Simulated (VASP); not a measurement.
ZnO:

```
Zn O
1.0
     2.68821    0.00000    0.00000
     0.00000    2.68821    0.00000
     0.00000    0.00000    2.68821
Zn O
1 1
Cartesian
  0.0000 0.0000 0.0000
  1.3441 1.3441 1.3441
```

```yaml
Program: VASP 6.6.1
Task: relaxation of cell and atoms
Functional: PBE-based screened hybrid with 25 % exact exchange
Potentials_or_basis: VASP PAW PBE potentials, release 64 (Zn, O)
Cutoff: 600 eV
k_mesh: 5 × 5 × 5
Occupations: fermi-dirac, width 0.05 eV
Spin: no spin polarisation
```

At the start: pressure -6.7 GPa; volume 9.71 Å³/atom.

Task: How do energy, volume and symmetry change on relaxing?

Result: Over 3 steps the energy falls by 8.4 meV/atom and the volume is 9.33 Å³/atom (-3.9 %); space group Pm-3m (No. 221, to 0.1 Å) before and after.

Step by step:
```tsv
step	energy change (eV)	largest force (eV/Å)	pressure (GPa)	volume (Å³)
1	0.0000	0.0000	-6.75	19.43
2	-0.0124	0.0000	3.86	18.30
3	-0.0167	0.0000	-0.03	18.66
```

Final structure:
```
Zn O
1.0
     2.65253    0.00000    0.00000
     0.00000    2.65253    0.00000
     0.00000    0.00000    2.65253
Zn O
1 1
Direct
  0.00000 0.00000 0.00000
  0.50000 0.50000 0.50000
```

Caveat: the k points lie up to 0.47 Å⁻¹ apart in the final cell; the PAW data sets were made with another functional, which shifts forces and pressure a little.
